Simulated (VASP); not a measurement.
# Ti3H in VASP: further runs

Ti3H is run at these levels: PBE; tasks: single point.

Program: VASP 6.6.1. These are calculated values, not measurements. Logs are shortened: lines on timing, memory, paths and dates and some standing lists are left out, and cuts for length are marked.

## Step 1: The cell of the first run

The cell holds a slab with vacuum, 8 atoms: a = 4.604 Å, b = 4.604 Å, c = 22.497 Å, α = 90.00°, β = 90.00°, γ = 120.00°.

## Step 2: Single point, PBE

INCAR reads:

```
SYSTEM = Ti3H
PREC = Accurate ; ENCUT = 520
EDIFF = 1E-6 ; ISMEAR = 0
SIGMA = 0.1 ; LREAL = .False.
LASPH = .True. ; NELM = 100
ALGO = Normal ; ISIF = 2
LWAVE = .False. ; LCHARG = .True.
LDIPOL = .True. ; IDIPOL = 3
DIPOL = 0.5 0.5 0.308 ; GGA = PE
LELF = .True. ; LVHAR = .True.
LVACPOTAV = .True. ; NBANDS = 47
```

KPOINTS reads:

```
regular mesh
0
Gamma
  6 6 1
  0 0 0
```

POSCAR reads:

```
Ti3H
1.0
    4.6037402164      0.0000000000      0.0000000000
   -2.3018701082      3.9869559799      0.0000000000
    0.0000000000      0.0000000000     22.4968206792
Ti H
6 2
Direct
    0.6666666667      0.3333333333      0.1778029019
    0.3333333333      0.6666666667      0.2195747837
    0.0000000000      0.0000000000      0.2613466656
    0.6666666667      0.3333333333      0.2980472718
    0.3333333333      0.6666666667      0.3304570052
    0.0000000000      0.0000000000      0.3776898434
    0.4294052260      1.0000000000      0.3976926699
    0.5705947740      1.0000000000      0.3976926699
```

Potentials or basis: VASP PAW PBE potentials, release 64 (Ti_sv, H).

Started as:

```bash
> cat potpaw_PBE.64/Ti_sv/POTCAR potpaw_PBE.64/H/POTCAR > POTCAR
> mpirun -np 1 vasp_std > vasp.out
```

OUTCAR:

```text
SYSTEM = Ti3H
   PREC = Accurate
   ENCUT = 520
   EDIFF = 1E-6
   ISMEAR = 0
   LREAL = .False.
   LASPH = .True.
   NELM = 100
   ISIF = 2
   GGA = PE

 ion  position               nearest neighbor table
   1  0.667  0.333  0.178-   4 2.71   2 2.82   2 2.82   2 2.82
   2  0.333  0.667  0.220-   5 2.49   1 2.82   1 2.82   3 2.82   1 2.82   3 2.82   3 2.82
   3  0.000  0.000  0.261-   6 2.62   4 2.78   4 2.78   4 2.78   2 2.82   2 2.82   2 2.82
   4  0.667  0.333  0.298-   1 2.71   5 2.76   5 2.76   5 2.76   3 2.78   3 2.78   3 2.78
   5  0.333  0.667  0.330-   2 2.49   4 2.76   4 2.76   4 2.76   6 2.86   6 2.86   6 2.86
   6  0.000  0.000  0.378-   3 2.62   5 2.86   5 2.86   5 2.86
   7  0.429  0.000  0.398-   8 0.65
   8  0.571  0.000  0.398-   7 0.65

  LATTYP: Found a hexagonal cell.
 ALAT       =     4.6037402164
 C/A-ratio  =     4.8866399105

  Lattice vectors:

 A1 = (   4.6037402164,   0.0000000000,   0.0000000000)
 A2 = (  -2.3018701082,   3.9869559799,   0.0000000000)
 A3 = (   0.0000000000,   0.0000000000,  22.4968206792)

Analysis of symmetry for initial positions (statically):
=====================================================================
 Subroutine PRICEL returns:
 Original cell was already a primitive cell.

 Routine SETGRP: Setting up the symmetry group for a
 hexagonal supercell.

 Subroutine GETGRP returns: Found  2 space group operations
 (whereof  2 operations were pure point group operations)
 out of a pool of 24 trial point group operations.

The static configuration has the point symmetry C_1h.

Analysis of symmetry for dynamics (positions and initial velocities):
=====================================================================
 Subroutine PRICEL returns:
 Original cell was already a primitive cell.

 Routine SETGRP: Setting up the symmetry group for a
 hexagonal supercell.

 Subroutine GETGRP returns: Found  2 space group operations
 (whereof  2 operations were pure point group operations)
 out of a pool of 24 trial point group operations.

The dynamic configuration has the point symmetry C_1h.

 Subroutine INISYM returns: Found  2 space group operations
 (whereof  2 operations are pure point group operations),
 and found     1 'primitive' translations

----------------------------------------------------------------------------------------

                                     Primitive cell

  volume of cell :     412.9271

  direct lattice vectors                    reciprocal lattice vectors
     4.603740216  0.000000000  0.000000000     0.217214689  0.125408959  0.000000000
    -2.301870108  3.986955980  0.000000000     0.000000000  0.250817918  0.000000000
     0.000000000  0.000000000 22.496820679     0.000000000  0.000000000  0.044450725

  length of vectors
     4.603740216  4.603740216 22.496820679     0.250817918  0.250817918  0.044450725

  position of ions in fractional coordinates (direct lattice)
     0.666666667  0.333333333  0.177802902
     0.333333333  0.666666667  0.219574784
     0.000000000  0.000000000  0.261346666
     0.666666667  0.333333333  0.298047272
     0.333333333  0.666666667  0.330457005
     0.000000000  0.000000000  0.377689843
     0.429405226  0.000000000  0.397692670
     0.570594774  0.000000000  0.397692670

  ion indices of the primitive-cell ions
   primitive index   ion index
                 1           1
                 2           2
                 3           3
                 4           4
                 5           5
                 6           6
                 7           7
                 8           8

----------------------------------------------------------------------------------------

 KPOINTS: regular mesh

Automatic generation of k-mesh.
 Grid dimensions read from file:
 generate k-points for:    6    6    1

 Generating k-lattice:

  Cartesian coordinates                     Fractional coordinates (reciprocal lattice)
     0.036202448  0.020901493  0.000000000     0.166666667  0.000000000  0.000000000
     0.000000000  0.041802986  0.000000000     0.000000000  0.166666667  0.000000000
     0.000000000  0.000000000  0.044450725     0.000000000  0.000000000  1.000000000

  Length of vectors
     0.041802986  0.041802986  0.044450725

  Shift w.r.t. Gamma in fractional coordinates (k-lattice)
     0.000000000  0.000000000  0.000000000

 Subroutine IBZKPT returns following result:
 ===========================================

 Found     13 irreducible k-points:

 Following reciprocal coordinates:
            Coordinates               Weight
  0.000000  0.000000  0.000000      1.000000
  0.166667  0.000000  0.000000      4.000000
  0.000000  0.166667  0.000000      2.000000
  0.333333  0.000000  0.000000      4.000000
  0.000000  0.333333  0.000000      2.000000
  0.500000 -0.000000  0.000000      2.000000
  0.000000  0.500000  0.000000      1.000000
  0.166667  0.166667  0.000000      4.000000
 -0.333333  0.166667  0.000000      2.000000
  0.333333  0.166667  0.000000      4.000000
 -0.166667  0.500000  0.000000      4.000000
  0.500000  0.333333  0.000000      4.000000
  0.333333  0.333333  0.000000      2.000000
   k-points           NKPTS =     13   k-points in BZ     NKDIM =     13   number of bands    NBANDS=     47
   number of dos      NEDOS =    301   number of ions     NIONS =      8
   total plane-waves  NPLWV = 217728
   dimension x,y,z NGX =    36 NGY =   36 NGZ =  168
   dimension x,y,z NGXF=    72 NGYF=   72 NGZF=  336
   ions per type =               6   2
   NGX,Y,Z   is equivalent  to a cutoff of  13.00, 13.00, 12.41 a.u.
   NGXF,Y,Z  is equivalent  to a cutoff of  26.00, 26.00, 24.83 a.u.
 SYSTEM =  Ti3H
   PREC   = accura    normal or accurate (medium, high low for compatibility)
   ISTART =      0    job   : 0-new  1-cont  2-samecut
   ICHARG =      2    charge: 1-file 2-atom 10-const
   ISPIN  =      1    spin polarized calculation?
   LNONCOLLINEAR =      F non collinear calculations
   LSORBIT =      F    spin-orbit coupling
   LASPH  =      T    aspherical Exc in radial PAW
   ENCUT  =  520.0 eV  38.22 Ry    6.18 a.u.   8.56  8.56 41.83*2*pi/ulx,y,z
   NELM   =    100;   NELMIN=  2; NELMDL= -5     # of ELM steps
   EDIFF  = 0.1E-05   stopping-criterion for ELM
   LREAL  =      F    real-space projection
   EDIFFG = 0.1E-04   stopping-criterion for IOM
   NSW    =      0    number of steps for IOM
   IBRION =     -1    ionic relax: 0-MD 1-quasi-New 2-CG
   NFREE  =      0    steps in history (QN), initial steepest desc. (CG)
   ISIF   =      2    stress and relaxation
   ISYM   =      2    0-nonsym 1-usesym 2-fastsym
   POTIM  = 0.5000    time-step for ionic-motion
   TEBEG  =    0.0;   TEEND  =   0.0 temperature during run
   PSTRESS=    0.0 pullay stress
   NELECT =      74.0000    total number of electrons
   NUPDOWN=      -1.0000    fix difference up-down
   EMIN   =  10.00;   EMAX   =-10.00  energy-range for DOS
   EFERMI =   0.00;   METHOD = LEGACY
   ISMEAR =     0;   SIGMA  =   0.10  broadening in eV -4-tet -1-fermi 0-gaus
   EFERMI_NEDOS =   21; number of points for ismear=-14 and -15
   IALGO  =     38    algorithm
   IMIX   =      4    mixing-type and parameters
     AMIX     =   0.40;   BMIX     =  1.00
     AMIX_MAG =   1.60;   BMIX_MAG =  1.00
  volume/ion in A,a.u.               =      51.62       348.32
  Fermi-wavevector in a.u.,A,eV,Ry     =   0.922984  1.744187 11.590801  0.851900
  Thomas-Fermi vector in A             =   2.048571
   LORBIT       =      0    0 simple, 1 ext, 2 COOP (PROOUT), +10 PAW based schemes
   GGA     = PE    functional components
   LHFCALC =     F    Hartree Fock is set to
   AEXX    =    0.0000 exact exchange contribution
   IVDW    =     0    specifies the selected vdW correction
   LEPSILON=     F    determine dielectric tensor
   LRPA    =     F    only Hartree local field effects (RPA)
 non-spin polarized calculation
 Gauss-broadening in eV      SIGMA  =   0.10
  energy-cutoff  :      520.00
  volume of cell :      412.93
 maximum number of plane-waves:     11163
 NGX is ok and might be reduce to    36
   NGX = 17   NGY = 17   NGZ = 83

 dipolmoment           0.000000      0.000000      0.013921 electrons x Angstroem

 number of electron      73.9999982 magnetization

 dipolmoment           0.000000      0.000000     -0.040356 electrons x Angstroem

 Free energy of the ion-electron system (eV)
  ---------------------------------------------------
  ext. energy  EPLUGINS =         0.00000000
  ---------------------------------------------------
  free energy    TOTEN  =       -47.64854944 eV

  energy without entropy =      -47.57320825  energy(sigma->0) =      -47.61087884

 E-fermi :  -0.1481     XC(G=0):  -3.9780

 val. band max:       -0.1533362596   @ k =   0.5000   0.3333   0.0000
 cond. band min:      -0.1443736765   @ k =   0.0000   0.5000   0.0000
 fundamental gap:      0.0089625831
 Fermi energy:        -0.1480800796

 k-point     1 :       0.0000    0.0000    0.0000
  band No.  band energies     occupation
      1     -57.2182      2.00000
      2     -57.0136      2.00000
      3     -56.6597      2.00000
      4     -56.5291      2.00000
      5     -56.4539      2.00000
      6     -56.3421      2.00000
[... 39 lines left out ...]
     46       1.6533      0.00000
     47       1.6945      0.00000

 k-point     2 :       0.1667    0.0000    0.0000
  band No.  band energies     occupation
      1     -57.2177      2.00000
      2     -57.0129      2.00000
      3     -56.6523      2.00000
      4     -56.5310      2.00000
      5     -56.4585      2.00000
      6     -56.3445      2.00000
[... 39 lines left out ...]
     46       1.5970      0.00000
     47       1.6404      0.00000

 k-point     3 :       0.0000    0.1667    0.0000
  band No.  band energies     occupation
      1     -57.2177      2.00000
      2     -57.0129      2.00000
      3     -56.6523      2.00000
      4     -56.5310      2.00000
      5     -56.4585      2.00000
      6     -56.3445      2.00000
[... 489 lines left out ...]
     46       1.4928      0.00000
     47       1.6169      0.00000

 k-point    13 :       0.3333    0.3333    0.0000
  band No.  band energies     occupation
      1     -57.2156      2.00000
      2     -57.0105      2.00000
      3     -56.6210      2.00000
      4     -56.5373      2.00000
      5     -56.4805      2.00000
      6     -56.3529      2.00000
[... 39 lines left out ...]
     46       1.2350      0.00000
     47       1.4675      0.00000

------------------------ aborting loop because EDIFF is reached ----------------------------------------

  FORCE on cell =-STRESS in cart. coord.  units (eV):
  Direction    XX          YY          ZZ          XY          YZ          ZX
  --------------------------------------------------------------------------------------
  -------------------------------------------------------------------------------------
  Total        4.6737433     -3.3156366     -0.6477458      0.0000000     -0.6749349      0.0000000
  in kB       18.1343519    -12.8648319     -2.5132852      0.0000000     -2.6187802      0.0000000
  external PRESSURE =       0.9187449 kB  Pullay stress =       0.0000000 kB

 VOLUME and BASIS-vectors are now :
 -----------------------------------------------------------------------------
  energy-cutoff  :      520.00
  volume of cell :      412.93
      direct lattice vectors                 reciprocal lattice vectors
     4.603740216  0.000000000  0.000000000     0.217214689  0.125408959  0.000000000
    -2.301870108  3.986955980  0.000000000     0.000000000  0.250817918  0.000000000
     0.000000000  0.000000000 22.496820679     0.000000000  0.000000000  0.044450725

 POSITION                                       TOTAL-FORCE (eV/Angst)
 -----------------------------------------------------------------------------------
      2.30187      1.32899      4.00000         0.000000     -0.063251      0.145201
     -0.00000      2.65797      4.93973         0.000000      0.014523      0.345576
      0.00000      0.00000      5.87947         0.000000     -0.005846     -0.691785
      2.30187      1.32899      6.70512         0.000000      0.091424     -0.331978
     -0.00000      2.65797      7.43423         0.000000      0.527280      0.977289
      0.00000      0.00000      8.49682         0.000000     -0.121094     -0.290639
      1.97687      0.00000      8.94682        -7.248384     -0.221519     -0.076832
      2.62687      0.00000      8.94682         7.248384     -0.221519     -0.076832
 -----------------------------------------------------------------------------------
    total drift:                               -0.000000      0.000067      0.001097

  FREE ENERGIE OF THE ION-ELECTRON SYSTEM (eV)
  ---------------------------------------------------
  free  energy   TOTEN  =       -47.6485494350 eV

  energy  without entropy=      -47.5732082508  energy(sigma->0) =      -47.61087884

 vacuum level on the upper side and lower side of the slab         2.841         3.241
```

Wall time 13 min (1 thread of AMD EPYC 7R13, shared host); peak memory 0.57 GiB.

Results:

| Item | Value |
| --- | --- |
| Free energy | -47.6485 eV |
| Largest force | 7.252 eV/Å |
| Band gap on the k mesh | zero (bands 37 and 38 overlap by 0.11 eV) |

Forces on the atoms (eV/Å):
```
Ti   0.000 -0.063  0.145
Ti   0.000  0.015  0.346
Ti   0.000 -0.006 -0.692
Ti   0.000  0.091 -0.332
Ti   0.000  0.527  0.977
Ti   0.000 -0.121 -0.291
H   -7.248 -0.222 -0.077
H    7.248 -0.222 -0.077
```

Levels at points of the mesh, in eV from the Fermi level:
```tsv
k point	band 34	band 35	band 36	band 37	band 38	band 39	band 40	band 41
(0.00, 0.00, 0.00)	-0.51	-0.48	-0.24	-0.22	-0.04	-0.01	0.24	0.52
(0.50, 0.00, 0.00)	-0.52	-0.39	-0.30	-0.13	-0.03	0.25	0.33	0.54
(0.00, 0.50, 0.00)	-0.44	-0.40	-0.22	-0.02	0.00	0.37	0.53	0.60
```

## Step 3: Single point, PBE

INCAR reads:

```
SYSTEM = Ti3H
ALGO = Normal ; DIPOL = 0.5 0.5 0.315
EDIFF = 1E-6 ; ENCUT = 520
GGA = PE ; IDIPOL = 3
ISIF = 2 ; ISMEAR = 0
LASPH = .True. ; LCHARG = .True.
LDIPOL = .True. ; LELF = .True.
LREAL = .False. ; LVACPOTAV = .True.
LVHAR = .True. ; LWAVE = .False.
NBANDS = 47 ; NELM = 100
PREC = Accurate ; SIGMA = 0.1
```

KPOINTS reads:

```
k-points
0
Gamma
  6 6 1
  0 0 0
```

POSCAR: that of step 2 with these lines changed.

```diff
@@ -14,3 +14,3 @@
     0.0000000000      0.0000000000      0.3776898434
-    0.4294052260      1.0000000000      0.3976926699
-    0.5705947740      1.0000000000      0.3976926699
+    0.4294052260      1.0000000000      0.4261411342
+    0.5705947740      1.0000000000      0.4261411342
```

Potentials or basis: VASP PAW PBE potentials, release 64 (Ti_sv, H).

Started as:

```bash
> cat potpaw_PBE.64/Ti_sv/POTCAR potpaw_PBE.64/H/POTCAR > POTCAR
> mpirun -np 1 vasp_std > vasp.out
```

OUTCAR:

```text
SYSTEM = Ti3H
   EDIFF = 1E-6
   ENCUT = 520
   GGA = PE
   ISIF = 2
   ISMEAR = 0
   LASPH = .True.
   LREAL = .False.
   NELM = 100
   PREC = Accurate

 ion  position               nearest neighbor table
   1  0.667  0.333  0.178-   4 2.71   2 2.82   2 2.82   2 2.82
   2  0.333  0.667  0.220-   5 2.49   1 2.82   1 2.82   3 2.82   1 2.82   3 2.82   3 2.82
   3  0.000  0.000  0.261-   6 2.62   4 2.78   4 2.78   4 2.78   2 2.82   2 2.82   2 2.82
   4  0.667  0.333  0.298-   1 2.71   5 2.76   5 2.76   5 2.76   3 2.78   3 2.78   3 2.78
   5  0.333  0.667  0.330-   2 2.49   4 2.76   4 2.76   4 2.76   6 2.86   6 2.86   6 2.86
   6  0.000  0.000  0.378-   3 2.62   5 2.86   5 2.86   5 2.86
[... 857 lines left out ...]
  external PRESSURE =      -2.4504288 kB  Pullay stress =       0.0000000 kB

 VOLUME and BASIS-vectors are now :
 -----------------------------------------------------------------------------
  energy-cutoff  :      520.00
  volume of cell :      412.93
      direct lattice vectors                 reciprocal lattice vectors
     4.603740216  0.000000000  0.000000000     0.217214689  0.125408959  0.000000000
    -2.301870108  3.986955980  0.000000000     0.000000000  0.250817918  0.000000000
     0.000000000  0.000000000 22.496820679     0.000000000  0.000000000  0.044450725

 POSITION                                       TOTAL-FORCE (eV/Angst)
 -----------------------------------------------------------------------------------
      2.30187      1.32899      4.00000        -0.000000     -0.026423      0.181149
     -0.00000      2.65797      4.93973         0.000000     -0.043731      0.356116
      0.00000      0.00000      5.87947         0.000000      0.042532     -0.454785
      2.30187      1.32899      6.70512         0.000000      0.135153     -0.273959
     -0.00000      2.65797      7.43423         0.000000      0.230555      0.506954
      0.00000      0.00000      8.49682         0.000000      0.000520     -0.727153
      1.97687      0.00000      9.58682        -5.686565     -0.169303      0.205839
      2.62687      0.00000      9.58682         5.686565     -0.169303      0.205839
 -----------------------------------------------------------------------------------
    total drift:                               -0.000000     -0.000023      0.002274

  FREE ENERGIE OF THE ION-ELECTRON SYSTEM (eV)
  ---------------------------------------------------
  free  energy   TOTEN  =       -47.6292049268 eV

  energy  without entropy=      -47.5394225688  energy(sigma->0) =      -47.58431375

 vacuum level on the upper side and lower side of the slab         2.825         3.291
```

stdout:

```text
POSCAR found type information on POSCAR TiH
 POSCAR found :  2 types and       8 ions
 scaLAPACK will be used
 LDA part: xc-table for (Slater+PW92), standard interpolation
 POSCAR, INCAR and KPOINTS ok, starting setup
 FFT: planning ... GRIDC
 FFT: planning ... GRID_SOFT
 FFT: planning ... GRID
 WAVECAR not read
 entering main loop
 -----------------------------------------------------------------------------
|                                                                             |
|           W    W    AA    RRRRR   N    N  II  N    N   GGGG   !!!           |
|           W    W   A  A   R    R  NN   N  II  NN   N  G    G  !!!           |
|           W    W  A    A  R    R  N N  N  II  N N  N  G       !!!           |
|           W WW W  AAAAAA  RRRRR   N  N N  II  N  N N  G  GGG   !            |
|           WW  WW  A    A  R   R   N   NN  II  N   NN  G    G                |
|           W    W  A    A  R    R  N    N  II  N    N   GGGG   !!!           |
|                                                                             |
|     Did not find any points to average over, which means that no vacuum     |
|     field-free region was found. Please increase the size of  your cell     |
|     in the dimension of the dipole correction to obtain accurate            |
|     workfunction values.                                                    |
|                                                                             |
 -----------------------------------------------------------------------------
```

It took 13 min on 1 thread of AMD EPYC 7R13, shared host; peak memory 0.57 GiB.

Results:

| Quantity | Value |
| --- | --- |
| Free energy | -47.6292 eV |
| Largest force | 5.693 eV/Å |
| Band gap on the k mesh | zero (bands 37 and 38 overlap by 0.23 eV) |

Forces in eV/Å, atoms in the order of the input:
```
Ti   0.000 -0.026  0.181
Ti   0.000 -0.044  0.356
Ti   0.000  0.043 -0.455
Ti   0.000  0.135 -0.274
Ti   0.000  0.231  0.507
Ti   0.000  0.001 -0.727
H   -5.687 -0.169  0.206
H    5.687 -0.169  0.206
```

Levels at points of the mesh, in eV from the Fermi level:
| k point | band 35 | band 36 | band 37 | band 38 | band 39 | band 40 |
| --- | --- | --- | --- | --- | --- | --- |
| (0.00, 0.00, 0.00) | -0.46 | -0.24 | -0.22 | -0.14 | 0.00 | 0.01 |
| (0.50, 0.00, 0.00) | -0.35 | -0.27 | -0.11 | 0.00 | 0.29 | 0.35 |
| (0.00, 0.50, 0.00) | -0.39 | -0.25 | -0.10 | 0.01 | 0.07 | 0.36 |

[end of part 1 of 3]

The gap in the log of VASP goes by the Fermi energy; the results here count the filled bands.